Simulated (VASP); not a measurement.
# CoSi3 in VASP: further runs

The runs below take CoSi3 through single point, with PBE.

Everything below comes from runs of VASP 6.6.1. Logs are shortened: lines on timing, memory, paths and dates and some standing lists are left out, and cuts for length are marked.

**1. The cell of the first run**

It takes space group Fd-3m (No. 227, cubic). Conventional cell: a = 10.162 Å, b = 10.162 Å, c = 10.162 Å, α = 90.00°, β = 90.00°, γ = 90.00°. Within 5.5 Å of Co (site symmetry -43m) lie 22 Si at 4.21 to 5.08 Å and 4 Co at 4.40 Å. Within 2.9 Å of Si (site symmetry -3m) lie 2 Si at 2.20 Å. Within 2.9 Å of Si (site symmetry -43m) lie 4 Si at 2.20 Å.

The cell was generated, and may not be a known phase.

**2. Single point, PBE, collinear spin, ferromagnetic start**

Input file INCAR:

```
  PREC = Accurate
  ENCUT = 600
  EDIFF = 1E-6
  ISMEAR = 0
  SIGMA = 0.2
  LREAL = False
  LASPH = True
  NELM = 200
  ALGO = Normal
  ISIF = 2
  LWAVE = False
  LCHARG = False
  ISPIN = 2
  MAGMOM = 3 3 0 0 0 0 0 0
  LORBIT = 11
  LMAXMIX = 4
  GGA = PE
  NBANDS = 35
  GGA_COMPAT = False
```

Input file KPOINTS:

```
Automatic mesh
0
Gamma
  4 4 4
```

Input file POSCAR:

```
CoSi3
1.0
    0.0000000000      5.0807911247      5.0807911247
    5.0807911247      0.0000000000      5.0807911247
    5.0807911247      5.0807911247      0.0000000000
Co Si
2 6
Direct
    0.0000000000      0.0000000000      0.0000000000
    0.2500000000      0.2500000000      0.2500000000
    0.6250000000      0.6250000000      0.6250000000
    0.6250000000      0.6250000000      0.1250000000
    0.6250000000      0.1250000000      0.6250000000
    0.1250000000      0.6250000000      0.6250000000
    0.7500000000      0.7500000000      0.7500000000
    0.5000000000      0.5000000000      0.5000000000
```

Potentials or basis: VASP PAW PBE potentials, release 64 (Co, Si).

Started as:

```sh
$ cat potpaw_PBE.64/Co/POTCAR potpaw_PBE.64/Si/POTCAR > POTCAR
$ mpirun -np 1 vasp_std > vasp.out
```

OUTCAR:

```text
PREC = Accurate
   ENCUT = 600
   EDIFF = 1E-6
   ISMEAR = 0
   LREAL = False
   LASPH = True
   NELM = 200
   ISIF = 2
   ISPIN = 2
   LORBIT = 11
   GGA = PE

 ion  position               nearest neighbor table
   1  0.000  0.000  0.000-
   2  0.250  0.250  0.250-
   3  0.625  0.625  0.625-   7 2.20   8 2.20
   4  0.625  0.625  0.125-   7 2.20   8 2.20
   5  0.625  0.125  0.625-   7 2.20   8 2.20
   6  0.125  0.625  0.625-   7 2.20   8 2.20
   7  0.750  0.750  0.750-   3 2.20   4 2.20   5 2.20   6 2.20
   8  0.500  0.500  0.500-   3 2.20   4 2.20   5 2.20   6 2.20

  LATTYP: Found a face centered cubic cell.
 ALAT       =    10.1615822494

  Lattice vectors:

 A1 = (   0.0000000000,   5.0807911247,   5.0807911247)
 A2 = (   5.0807911247,   0.0000000000,   5.0807911247)
 A3 = (   5.0807911247,   5.0807911247,   0.0000000000)

Analysis of symmetry for initial positions (statically):
=====================================================================
 Subroutine PRICEL returns:
 Original cell was already a primitive cell.

 Routine SETGRP: Setting up the symmetry group for a
 face centered cubic supercell.

 Subroutine GETGRP returns: Found 48 space group operations
 (whereof 24 operations were pure point group operations)
 out of a pool of 48 trial point group operations.

The static configuration has the point symmetry T_d .
 The point group associated with its full space group is O_h .

Analysis of symmetry for dynamics (positions and initial velocities):
=====================================================================
 Subroutine PRICEL returns:
 Original cell was already a primitive cell.

 Routine SETGRP: Setting up the symmetry group for a
 face centered cubic supercell.

 Subroutine GETGRP returns: Found 48 space group operations
 (whereof 24 operations were pure point group operations)
 out of a pool of 48 trial point group operations.

The dynamic configuration has the point symmetry T_d .
 The point group associated with its full space group is O_h .

Analysis of structural, dynamic, and magnetic symmetry:
=====================================================================
 Subroutine PRICEL returns:
 Original cell was already a primitive cell.

 Routine SETGRP: Setting up the symmetry group for a
 face centered cubic supercell.

 Subroutine GETGRP returns: Found 48 space group operations
 (whereof 24 operations were pure point group operations)
 out of a pool of 48 trial point group operations.

The overall configuration has the point symmetry T_d .
 The point group associated with its full space group is O_h .

 Subroutine INISYM returns: Found 48 space group operations
 (whereof 24 operations are pure point group operations),
 and found     1 'primitive' translations

----------------------------------------------------------------------------------------

                                     Primitive cell

  volume of cell :     262.3155

  direct lattice vectors                    reciprocal lattice vectors
     0.000000000  5.080791125  5.080791125    -0.098409871  0.098409871  0.098409871
     5.080791125  0.000000000  5.080791125     0.098409871 -0.098409871  0.098409871
     5.080791125  5.080791125  0.000000000     0.098409871  0.098409871 -0.098409871

  length of vectors
     7.185323716  7.185323716  7.185323716     0.170450897  0.170450897  0.170450897

  position of ions in fractional coordinates (direct lattice)
     0.000000000  0.000000000  0.000000000
     0.250000000  0.250000000  0.250000000
     0.625000000  0.625000000  0.625000000
     0.625000000  0.625000000  0.125000000
     0.625000000  0.125000000  0.625000000
     0.125000000  0.625000000  0.625000000
     0.750000000  0.750000000  0.750000000
     0.500000000  0.500000000  0.500000000

  ion indices of the primitive-cell ions
   primitive index   ion index
                 1           1
                 2           2
                 3           3
                 4           4
[... 41 lines left out ...]
   k-points           NKPTS =      8   k-points in BZ     NKDIM =      8   number of bands    NBANDS=     35
   number of dos      NEDOS =    301   number of ions     NIONS =      8
   total plane-waves  NPLWV = 216000
   dimension x,y,z NGX =    60 NGY =   60 NGZ =   60
   dimension x,y,z NGXF=   120 NGYF=  120 NGZF=  120
   ions per type =               2   6
   NGX,Y,Z   is equivalent  to a cutoff of  13.88, 13.88, 13.88 a.u.
   NGXF,Y,Z  is equivalent  to a cutoff of  27.76, 27.76, 27.76 a.u.
 SYSTEM =  unknown system
   PREC   = accura    normal or accurate (medium, high low for compatibility)
   ISTART =      0    job   : 0-new  1-cont  2-samecut
   ICHARG =      2    charge: 1-file 2-atom 10-const
   ISPIN  =      2    spin polarized calculation?
   LNONCOLLINEAR =      F non collinear calculations
   LSORBIT =      F    spin-orbit coupling
   LASPH  =      T    aspherical Exc in radial PAW
   ENCUT  =  600.0 eV  44.10 Ry    6.64 a.u.  14.35 14.35 14.35*2*pi/ulx,y,z
   NELM   =    200;   NELMIN=  2; NELMDL= -5     # of ELM steps
   EDIFF  = 0.1E-05   stopping-criterion for ELM
   LREAL  =      F    real-space projection
   EDIFFG = 0.1E-04   stopping-criterion for IOM
   NSW    =      0    number of steps for IOM
   IBRION =     -1    ionic relax: 0-MD 1-quasi-New 2-CG
   NFREE  =      0    steps in history (QN), initial steepest desc. (CG)
   ISIF   =      2    stress and relaxation
   ISYM   =      2    0-nonsym 1-usesym 2-fastsym
   POTIM  = 0.5000    time-step for ionic-motion
   TEBEG  =    0.0;   TEEND  =   0.0 temperature during run
   PSTRESS=    0.0 pullay stress
   NELECT =      42.0000    total number of electrons
   NUPDOWN=      -1.0000    fix difference up-down
   EMIN   =  10.00;   EMAX   =-10.00  energy-range for DOS
   EFERMI =   0.00;   METHOD = LEGACY
   ISMEAR =     0;   SIGMA  =   0.20  broadening in eV -4-tet -1-fermi 0-gaus
   EFERMI_NEDOS =   21; number of points for ismear=-14 and -15
   IALGO  =     38    algorithm
   IMIX   =      4    mixing-type and parameters
     AMIX     =   0.40;   BMIX     =  1.00
     AMIX_MAG =   1.60;   BMIX_MAG =  1.00
  volume/ion in A,a.u.               =      32.79       221.27
  Fermi-wavevector in a.u.,A,eV,Ry     =   0.888962  1.679895 10.752054  0.790254
  Thomas-Fermi vector in A             =   2.010460
   LORBIT       =     11    0 simple, 1 ext, 2 COOP (PROOUT), +10 PAW based schemes
   GGA     = PE    functional components
   LHFCALC =     F    Hartree Fock is set to
   AEXX    =    0.0000 exact exchange contribution
   IVDW    =     0    specifies the selected vdW correction
   LEPSILON=     F    determine dielectric tensor
   LRPA    =     F    only Hartree local field effects (RPA)
 spin polarized calculation
 Gauss-broadening in eV      SIGMA  =   0.20
  energy-cutoff  :      600.00
  volume of cell :      262.32
 maximum number of plane-waves:      8801
 NGX is ok and might be reduce to    60
   NGX = 29   NGY = 29   NGZ = 29

 number of electron      42.0000000 magnetization       4.7322460

 Free energy of the ion-electron system (eV)
  ---------------------------------------------------
  ext. energy  EPLUGINS =         0.00000000
  ---------------------------------------------------
  free energy    TOTEN  =       -28.64138940 eV

  energy without entropy =      -28.15052738  energy(sigma->0) =      -28.39595839

 E-fermi :   1.7402     XC(G=0):  -7.6351

 val. band max:        1.7375309844   @ k =  -0.2500   0.2500   0.0000
 cond. band min:       1.7421306267   @ k =   0.2500   0.2500   0.0000
 fundamental gap:      0.0045996423
 Fermi energy:         1.7401915704

 spin component 1

 k-point     1 :       0.0000    0.0000    0.0000
  band No.  band energies     occupation
      1      -9.6367      1.00000
      2      -7.6715      1.00000
      3      -5.8295      1.00000
      4      -5.8295      1.00000
      5      -5.8295      1.00000
      6      -2.4460      1.00000
[... 277 lines left out ...]
     32       5.2772      0.00000
     33       6.3002      0.00000
 Fermi energy:         1.7401915704

 spin component 2

 k-point     1 :       0.0000    0.0000    0.0000
  band No.  band energies     occupation
      1      -9.6239      1.00000
      2      -7.6597      1.00000
      3      -5.8166      1.00000
      4      -5.8166      1.00000
      5      -5.8166      1.00000
      6      -2.4315      1.00000
[... 277 lines left out ...]
     32       5.3933      0.00000
     33       6.4809      0.00000
 [bands above 33 left out]

------------------------ aborting loop because EDIFF is reached ----------------------------------------

  FORCE on cell =-STRESS in cart. coord.  units (eV):
  Direction    XX          YY          ZZ          XY          YZ          ZX
  --------------------------------------------------------------------------------------
  -------------------------------------------------------------------------------------
  Total        0.1898850      0.1898850      0.1898850      0.0000000     -0.0000000      0.0000000
  in kB        1.1597842      1.1597842      1.1597842      0.0000000     -0.0000000      0.0000000
  external PRESSURE =       1.1597842 kB  Pullay stress =       0.0000000 kB

 VOLUME and BASIS-vectors are now :
 -----------------------------------------------------------------------------
  energy-cutoff  :      600.00
  volume of cell :      262.32
      direct lattice vectors                 reciprocal lattice vectors
     0.000000000  5.080791125  5.080791125    -0.098409871  0.098409871  0.098409871
     5.080791125  0.000000000  5.080791125     0.098409871 -0.098409871  0.098409871
     5.080791125  5.080791125  0.000000000     0.098409871  0.098409871 -0.098409871

 POSITION                                       TOTAL-FORCE (eV/Angst)
 -----------------------------------------------------------------------------------
      0.00000      0.00000      0.00000         0.000000     -0.000000     -0.000000
      2.54040      2.54040      2.54040         0.000000      0.000000      0.000000
      6.35099      6.35099      6.35099         0.000000     -0.000000      0.000000
      3.81059      3.81059      6.35099         0.000000     -0.000000      0.000000
      3.81059      6.35099      3.81059         0.000000     -0.000000      0.000000
      6.35099      3.81059      3.81059         0.000000     -0.000000      0.000000
      7.62119      7.62119      7.62119        -0.000000     -0.000000     -0.000000
      5.08079      5.08079      5.08079         0.000000      0.000000      0.000000
 -----------------------------------------------------------------------------------
    total drift:                                0.000000     -0.000000      0.000000

  FREE ENERGIE OF THE ION-ELECTRON SYSTEM (eV)
  ---------------------------------------------------
  free  energy   TOTEN  =       -28.6413893993 eV

  energy  without entropy=      -28.1505273766  energy(sigma->0) =      -28.39595839

 total charge

# of ion       s       p       d       tot
------------------------------------------
    1        0.275   0.030   7.225   7.530
    2        0.275   0.030   7.225   7.530
    3        0.845   0.804   0.000   1.649
    4        0.845   0.804   0.000   1.649
    5        0.845   0.804   0.000   1.649
    6        0.845   0.804   0.000   1.649
    7        0.782   0.942   0.000   1.724
    8        0.782   0.942   0.000   1.724
--------------------------------------------------
tot          5.495   5.161  14.451  25.107

 magnetization (x)

# of ion       s       p       d       tot
------------------------------------------
    1        0.057   0.003   2.165   2.225
    2        0.057   0.003   2.165   2.225
    3        0.003   0.004   0.000   0.007
    4        0.003   0.004   0.000   0.007
    5        0.003   0.004   0.000   0.007
    6        0.003   0.004   0.000   0.007
    7        0.004   0.002   0.000   0.006
    8        0.004   0.002   0.000   0.006
--------------------------------------------------
tot          0.134   0.028   4.329   4.491
```

Wall time 10 min (1 thread of Oxide Virtual Turin-like, shared host); peak memory 0.68 GiB.

What came out:

* Free energy: -28.6414 eV
* Pressure: 0.1 GPa
* Net moment: 4.73 μB per cell
* Site moments: Co +2.23; Si +0.01 μB
* Valence electrons inside the program's atomic spheres: Co 7.53; Si 1.65, 1.72 (each value once)

[end of part 1 of 2]
